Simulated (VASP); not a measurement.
Runs of VASP 6.6.1 on Cd. The structure is that of space group Im-3m (No. 229), or close to it. The cells are those of the table. 

```csv
cell,k mesh,gap on the mesh (eV),pressure (GPa)
"a = 3.063 Å, angles 109.5°, 1 atom",14 × 14 × 14,none,0.2
"a = 2.979 Å, angles 109.5°, 1 atom",14 × 14 × 14,none,(b)
"a = 3.181 Å, angles 109.5°, 1 atom",14 × 14 × 14,none,-3.6
"a = 3.063 Å, angles 109.5°, 1 atom",20 × 20 × 20,none,0.2
"a = 3.142 Å, angles 109.5°, 1 atom",14 × 14 × 14,none,(a)
"a = 3.103 Å, angles 109.5°, 1 atom",14 × 14 × 14,none,-1.5
"a = 2.935 Å, angles 109.5°, 1 atom",14 × 14 × 14,none,9.3
"a = 3.021 Å, angles 109.5°, 1 atom",14 × 14 × 14,none,2.4
```

Alike in all rows: task single point; level r2SCAN; potentials or basis VASP PAW PBE potentials, release 64 (Cd); no spin polarisation; cutoff (eV) 520; smearing fermi-dirac 0.1 eV.

Question: Fill in the values left out.

Answer: (a) -2.7; (b) 5.4.

Caveats: the PAW data sets were made with another functional, which shifts forces and pressure a little.

A k mesh can miss the band edges, and the runs leave out spin-orbit coupling on Cd.

A gap of «none» marks levels without a gap at the run's occupations.
